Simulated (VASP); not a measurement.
# Ru (P6_3/mmc) in VASP: further runs

The runs below take Ru through single point, with PBEsol.

All numbers are computed with VASP 6.6.1; they aren't measurements. Logs are shortened: lines on timing, memory, paths and dates and some standing lists are left out, and cuts for length are marked.

## 1. The cell of the first run

It takes space group P6_3/mmc (No. 194, hexagonal). The conventional cell has a = 2.598 Å, b = 2.598 Å, c = 4.282 Å, α = 90.00°, β = 90.00°, γ = 120.00°. Ru (site symmetry -6m2) has 12 Ru at 2.60 to 2.61 Å within 3.4 Å.

## 2. Single point, PBEsol (strain -0.040 along x and y, +0.000 along z)

File INCAR:

```
ALGO = Fast ; EDIFF = 1E-7
ENCUT = 520 ; GGA = PS
ISIF = 2 ; ISMEAR = 0
LASPH = T ; LCHARG = F
LREAL = F ; LWAVE = F
NBANDS = 21 ; NELM = 80
PREC = Accurate ; SIGMA = 0.15
```

File KPOINTS:

```
k-points
0
Gamma
  24 24 12
```

File POSCAR:

```
Ru
1.0
    2.5975673609      0.0000000000      0.0000000000
   -1.2987836804      2.2495593225      0.0000000000
    0.0000000000      0.0000000000      4.2819000000
Ru
2
Direct
    0.3333333333      0.6666666667      0.2500000000
    0.6666666667      0.3333333333      0.7500000000
```

Potentials or basis: VASP PAW PBE potentials, release 64 (Ru_pv).

The run is started by

```
> cat potpaw_PBE.64/Ru_pv/POTCAR > POTCAR
> mpirun -np 1 vasp_std > vasp.out
```

OUTCAR:

```text
EDIFF = 1E-7
   ENCUT = 520
   GGA = PS
   ISIF = 2
   ISMEAR = 0
   LASPH = T
   LREAL = F
   NELM = 80
   PREC = Accurate

 ion  position               nearest neighbor table
   1  0.333  0.667  0.250-   2 2.61   2 2.61   2 2.61   2 2.61   2 2.61   2 2.61
   2  0.667  0.333  0.750-   1 2.61   1 2.61   1 2.61   1 2.61   1 2.61   1 2.61

  LATTYP: Found a hexagonal cell.
 ALAT       =     2.5975673609
 C/A-ratio  =     1.6484269338

  Lattice vectors:

 A1 = (   2.5975673609,   0.0000000000,   0.0000000000)
 A2 = (  -1.2987836804,   2.2495593225,   0.0000000000)
 A3 = (   0.0000000000,   0.0000000000,   4.2819000000)

Analysis of symmetry for initial positions (statically):
=====================================================================
 Subroutine PRICEL returns:
 Original cell was already a primitive cell.

 Routine SETGRP: Setting up the symmetry group for a
 hexagonal supercell.

 Subroutine GETGRP returns: Found 24 space group operations
 (whereof 12 operations were pure point group operations)
 out of a pool of 24 trial point group operations.

The static configuration has the point symmetry D_3d.
 The point group associated with its full space group is D_6h.

Analysis of symmetry for dynamics (positions and initial velocities):
=====================================================================
 Subroutine PRICEL returns:
 Original cell was already a primitive cell.

 Routine SETGRP: Setting up the symmetry group for a
 hexagonal supercell.

 Subroutine GETGRP returns: Found 24 space group operations
 (whereof 12 operations were pure point group operations)
 out of a pool of 24 trial point group operations.

The dynamic configuration has the point symmetry D_3d.
 The point group associated with its full space group is D_6h.

 Subroutine INISYM returns: Found 24 space group operations
 (whereof 12 operations are pure point group operations),
 and found     1 'primitive' translations

----------------------------------------------------------------------------------------

                                     Primitive cell
[... 76 lines left out ...]
   dimension x,y,z NGX =    20 NGY =   20 NGZ =   32
   dimension x,y,z NGXF=    40 NGYF=   40 NGZF=   64
   ions per type =               2
   NGX,Y,Z   is equivalent  to a cutoff of  12.80, 12.80, 12.42 a.u.
   NGXF,Y,Z  is equivalent  to a cutoff of  25.60, 25.60, 24.85 a.u.
 SYSTEM =  unknown system
   PREC   = accura    normal or accurate (medium, high low for compatibility)
   ISTART =      0    job   : 0-new  1-cont  2-samecut
   ICHARG =      2    charge: 1-file 2-atom 10-const
   ISPIN  =      1    spin polarized calculation?
   LNONCOLLINEAR =      F non collinear calculations
   LSORBIT =      F    spin-orbit coupling
   LASPH  =      T    aspherical Exc in radial PAW
   ENCUT  =  520.0 eV  38.22 Ry    6.18 a.u.   4.83  4.83  7.96*2*pi/ulx,y,z
   NELM   =     80;   NELMIN=  2; NELMDL= -5     # of ELM steps
   EDIFF  = 0.1E-06   stopping-criterion for ELM
   LREAL  =      F    real-space projection
   EDIFFG = 0.1E-05   stopping-criterion for IOM
   NSW    =      0    number of steps for IOM
   IBRION =     -1    ionic relax: 0-MD 1-quasi-New 2-CG
   NFREE  =      0    steps in history (QN), initial steepest desc. (CG)
   ISIF   =      2    stress and relaxation
   ISYM   =      2    0-nonsym 1-usesym 2-fastsym
   POTIM  = 0.5000    time-step for ionic-motion
   TEBEG  =    0.0;   TEEND  =   0.0 temperature during run
   PSTRESS=    0.0 pullay stress
   NELECT =      28.0000    total number of electrons
   NUPDOWN=      -1.0000    fix difference up-down
   EMIN   =  10.00;   EMAX   =-10.00  energy-range for DOS
   EFERMI =   0.00;   METHOD = LEGACY
   ISMEAR =     0;   SIGMA  =   0.15  broadening in eV -4-tet -1-fermi 0-gaus
   EFERMI_NEDOS =   21; number of points for ismear=-14 and -15
   IALGO  =     68    algorithm
   IMIX   =      4    mixing-type and parameters
     AMIX     =   0.40;   BMIX     =  1.00
     AMIX_MAG =   1.60;   BMIX_MAG =  1.00
  volume/ion in A,a.u.               =      12.51        84.42
  Fermi-wavevector in a.u.,A,eV,Ry     =   1.699654  3.211881 39.304843  2.888824
  Thomas-Fermi vector in A             =   2.779932
   LORBIT       =      0    0 simple, 1 ext, 2 COOP (PROOUT), +10 PAW based schemes
   GGA     = PS    functional components
   LHFCALC =     F    Hartree Fock is set to
   AEXX    =    0.0000 exact exchange contribution
   IVDW    =     0    specifies the selected vdW correction
   LEPSILON=     F    determine dielectric tensor
   LRPA    =     F    only Hartree local field effects (RPA)
 non-spin polarized calculation
 RMM-DIIS sequential band-by-band and
 Gauss-broadening in eV      SIGMA  =   0.15
  energy-cutoff  :      520.00
  volume of cell :       25.02
 maximum number of plane-waves:       690
 NGX is ok and might be reduce to    20
   NGX =  9   NGY =  9   NGZ = 15

 number of electron      28.0000004 magnetization

 Free energy of the ion-electron system (eV)
  ---------------------------------------------------
  ext. energy  EPLUGINS =         0.00000000
  ---------------------------------------------------
  free energy    TOTEN  =       -20.17517017 eV

  energy without entropy =      -20.15823718  energy(sigma->0) =      -20.16670367

 E-fermi :  14.2690     XC(G=0): -14.7937

 val. band max:       14.2677542129   @ k =   0.2917   0.2083   0.0833
 cond. band min:      14.2721104805   @ k =   0.2917   0.2500   0.2500
 fundamental gap:      0.0043562675
 Fermi energy:        14.2690319452

 k-point     1 :       0.0000    0.0000    0.0000
  band No.  band energies     occupation
      1     -29.6197      2.00000
      2     -28.3975      2.00000
      3     -28.3975      2.00000
      4     -28.2444      2.00000
      5     -28.2209      2.00000
      6     -28.2209      2.00000
[... 565 lines left out ...]
     20      26.5869      0.00000
     21      27.9366      0.00000

 [... further k-points ...]
[... 5 lines left out ...]
  --------------------------------------------------------------------------------------
  -------------------------------------------------------------------------------------
  Total        5.2795574      5.2795574      1.4028045      0.0000000      0.0000000      0.0000000
  in kB      338.0705242    338.0705242     89.8270113      0.0000000      0.0000000      0.0000000
  external PRESSURE =     255.3226866 kB  Pullay stress =       0.0000000 kB

 VOLUME and BASIS-vectors are now :
 -----------------------------------------------------------------------------
  energy-cutoff  :      520.00
  volume of cell :       25.02
      direct lattice vectors                 reciprocal lattice vectors
     2.597567361  0.000000000  0.000000000     0.384975579  0.222265754  0.000000000
    -1.298783680  2.249559323  0.000000000     0.000000000  0.444531509  0.000000000
     0.000000000  0.000000000  4.281900000     0.000000000  0.000000000  0.233541185

 POSITION                                       TOTAL-FORCE (eV/Angst)
 -----------------------------------------------------------------------------------
     -0.00000      1.49971      1.07048         0.000000     -0.000000      0.000000
      1.29878      0.74985      3.21143        -0.000000      0.000000      0.000000
 -----------------------------------------------------------------------------------
    total drift:                                0.000000     -0.000000      0.000000

  FREE ENERGIE OF THE ION-ELECTRON SYSTEM (eV)
  ---------------------------------------------------
  free  energy   TOTEN  =       -20.1751701735 eV

  energy  without entropy=      -20.1582371759  energy(sigma->0) =      -20.16670367
```

stdout:

```text
POSCAR found type information on POSCAR Ru
 POSCAR found :  1 types and       2 ions
 scaLAPACK will be used
 -----------------------------------------------------------------------------
|                                                                             |
|                                                                             |
|     You enforced a specific xc type in the INCAR file but a different       |
|     I HOPE YOU KNOW WHAT YOU ARE DOING!                                     |
|                                                                             |
 -----------------------------------------------------------------------------

 LDA part: xc-table for (Slater+PW92), standard interpolation
 POSCAR, INCAR and KPOINTS ok, starting setup
 FFT: planning ... GRIDC
 FFT: planning ... GRID_SOFT
 FFT: planning ... GRID
 WAVECAR not read
 entering main loop
```

Run time: 2.8 min. Hardware: 1 thread of AMD EPYC 7R13 (Zen 3), shared host; peak memory 0.25 GiB.

Results:

- Free energy: -20.1752 eV
- Pressure: 25.5 GPa
- Band gap on the k mesh: zero (bands 14 and 15 overlap by 3.57 eV)

Levels at points of the mesh, in eV from the Fermi level:
```
           k point  band 11  band 12  band 13  band 14  band 15  band 16  band 17  band 18
(0.00, 0.00, 0.00)    -2.93    -2.25    -2.25    -1.23    -1.23     0.84     1.35     1.35
(0.50, 0.00, 0.00)    -2.62    -1.93    -1.82     1.93     2.01     2.31     4.62     6.83
(0.00, 0.00, 0.50)    -3.01    -3.01    -3.01    -3.01     0.62     0.62     0.62     0.62
(0.50, 0.00, 0.50)    -1.05    -1.05     0.50     0.50     2.15     2.15     3.74     3.74
```

Caveat: the cell differs from its parent crystal (strain -0.040 along x and y, +0.000 along z); the stress differs along the axes, from 9 to 34 GPa; the PAW data sets were made with another functional, which shifts forces and pressure a little.

## 3. Single point, PBEsol (strain +0.000 along x and y, -0.040 along z)

File INCAR:

```
SYSTEM = Ru
PREC = Accurate
ENCUT = 520
EDIFF = 1E-6
ISMEAR = 0
SIGMA = 0.15
LREAL = .False.
LASPH = .True.
NELM = 60
ALGO = Fast
ISIF = 2
LWAVE = .False.
LCHARG = .False.
GGA = PS
NBANDS = 21
```

File KPOINTS:

```
regular mesh
0
Gamma
  24 24 12
  0 0 0
```

File POSCAR:

```
Ru
1.0
    2.7057993342      0.0000000000      0.0000000000
   -1.3528996671      2.3432909610      0.0000000000
    0.0000000000      0.0000000000      4.1106240000
Ru
2
Direct
    0.3333333333      0.6666666667      0.2500000000
    0.6666666667      0.3333333333      0.7500000000
```

Potentials or basis: VASP PAW PBE potentials, release 64 (Ru_pv).

The run is started by

```
> cat potpaw_PBE.64/Ru_pv/POTCAR > POTCAR
> mpirun -np 1 vasp_std > vasp.out
```

Run time: 2.5 min. Hardware: 1 thread of AMD EPYC 7R13 (Zen 3), shared host; peak memory 0.25 GiB.

It converged, with:

```
Free energy            : -20.2931 eV
Pressure               : 9.3 GPa
Band gap on the k mesh : zero (bands 14 and 15 overlap by 3.39 eV)
```

Stress tensor (GPa, compression positive):
```
 2.54  0.00  0.00
 0.00  2.54  0.00
 0.00  0.00 22.72
```

Levels at points of the mesh, in eV from the Fermi level:
```csv
k point,band 12,band 13,band 14,band 15,band 16,band 17
"(0.00, 0.00, 0.00)",-2.01,-2.01,-1.83,-1.83,1.24,1.24
"(0.50, 0.00, 0.00)",-1.96,-1.40,1.25,1.80,2.24,4.15
"(0.00, 0.00, 0.50)",-3.14,-2.65,-2.65,0.62,0.62,0.62
"(0.50, 0.00, 0.50)",-1.31,0.41,0.41,1.60,1.60,3.46
```

Caveat: the cell differs from its parent crystal (strain +0.000 along x and y, -0.040 along z); the stress differs along the axes, from 3 to 23 GPa; the PAW data sets were made with another functional, which shifts forces and pressure a little.

## 4. Single point, PBEsol (strain -0.040 along x and y, +0.040 along z)

File INCAR:

```
SYSTEM = Ru
ALGO = Fast ; EDIFF = 1E-7
ENCUT = 520 ; GGA = PS
ISIF = 2 ; ISMEAR = 0
LASPH = .True. ; LCHARG = .True.
LELF = .True. ; LREAL = .False.
LVHAR = .True. ; LWAVE = .False.
NBANDS = 21 ; NELM = 60
PREC = Accurate ; SIGMA = 0.15
```

File KPOINTS:

```
k-points
0
Gamma
  24 24 12
  0 0 0
```

File POSCAR:

```
Ru
1.0
    2.5975673609      0.0000000000      0.0000000000
   -1.2987836804      2.2495593225      0.0000000000
    0.0000000000      0.0000000000      4.4531760000
Ru
2
Direct
    0.3333333333      0.6666666667      0.2500000000
    0.6666666667      0.3333333333      0.7500000000
```

The run is started by

```
> cat potpaw_PBE.64/Ru_pv/POTCAR > POTCAR
> mpirun -np 1 vasp_std > vasp.out
```

It took 3.4 min on 1 thread of AMD EPYC 7R13 (Zen 3), shared host; peak memory 0.26 GiB.

Results (log left out):

```
Free energy            : -20.1404 eV
Pressure               : 10.3 GPa
Band gap on the k mesh : zero (bands 14 and 15 overlap by 3.15 eV)
```

Stress tensor (GPa, compression positive):
```
 24.97   0.00   0.00
  0.00  24.97   0.00
  0.00   0.00 -18.95
```

Levels at points of the mesh, in eV from the Fermi level:
```
           k point  band 12  band 13  band 14  band 15  band 16  band 17
(0.00, 0.00, 0.00)    -2.17    -2.17    -0.83    -0.83     0.38     1.31
(0.50, 0.00, 0.00)    -2.00    -1.61     1.72     2.08     2.37     4.46
(0.00, 0.00, 0.50)    -2.73    -2.73    -2.73     0.61     0.61     0.61
(0.50, 0.00, 0.50)    -0.83     0.48     0.48     2.24     2.24     3.58
```

Caveat: the cell differs from its parent crystal (strain -0.040 along x and y, +0.040 along z); the stress differs along the axes, from -19 to 25 GPa; the PAW data sets were made with another functional, which shifts forces and pressure a little.

## 5. The runs side by side

```csv
cell,further INCAR settings,gap on the mesh (eV),pressure (GPa)
"a = 2.598, b = 2.598, c = 4.282 Å, angles 90.0, 90.0, 120.0°, 2 atoms",ALGO = Fast; EDIFF = 1e-07; NBANDS = 21,none,25.5
"a = 2.706, b = 2.706, c = 4.111 Å, angles 90.0, 90.0, 120.0°, 2 atoms",ALGO = Fast; EDIFF = 1e-06; NBANDS = 21,none,9.3
"a = 2.598, b = 2.598, c = 4.453 Å, angles 90.0, 90.0, 120.0°, 2 atoms",ALGO = Fast; EDIFF = 1e-07; NBANDS = 21,none,10.3
```

Alike in all rows: task single point; level PBEsol; potentials or basis VASP PAW PBE potentials, release 64 (Ru_pv); no spin polarisation; k mesh 24 × 24 × 12; cutoff (eV) 520; smearing gaussian 0.15 eV.

Caveats: the PAW data sets were made with another functional, which shifts forces and pressure a little; the stress differs along the axes, from 9 to 34 GPa (at least some runs); the stress differs along the axes, from 3 to 23 GPa (at least some runs); the stress differs along the axes, from -19 to 25 GPa (at least some runs).

Total energies depend on the potentials used, so only differences within one code and one set of settings carry meaning.
